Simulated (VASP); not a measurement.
A run of VASP 6.6.1 is set up as follows.

The input INCAR:

```
SYSTEM = Cs
  PREC = Accurate
  ENCUT = 520
  EDIFF = 1E-7
  ISMEAR = 0
  SIGMA = 0.1
  LREAL = .False.
  LASPH = .True.
  NELM = 80
  ALGO = Fast
  ISIF = 2
  LWAVE = .False.
  LCHARG = .False.
  GGA = PS
  NBANDS = 26
```

File KPOINTS:

```
regular mesh
0
Gamma
  12 12 4
  0 0 0
```

POSCAR

```
Cs
1.0
    5.3666386631      0.0000000000      0.0000000000
   -2.6833193315      4.6476454151      0.0000000000
    0.0000000000      0.0000000000     17.2828277379
Cs
4
Direct
    0.0000000000      0.0000000000      0.0000000000
    0.3333333333      0.6666666667      0.2500000000
    0.0000000000      0.0000000000      0.5000000000
    0.6666666667      0.3333333333      0.7500000000
```

Potentials or basis: VASP PAW PBE potentials, release 64 (Cs_sv).

Run with:

```bash
$ cat potpaw_PBE.64/Cs_sv/POTCAR > POTCAR
$ mpirun -np 1 vasp_std > vasp.out
```

Question: Predict the band gap on the k mesh.

Answer: Zero (bands 18 and 19 overlap by 1.76 eV).

Question: Predict the pressure.

Answer: 0.0 GPa.

Caveat: the cell differs from its parent crystal (strain along c alone, the other axes held: -1.5 %); the PAW data sets were made with another functional, which shifts forces and pressure a little; spin-orbit coupling is left out, which moves the levels of the heavy elements.
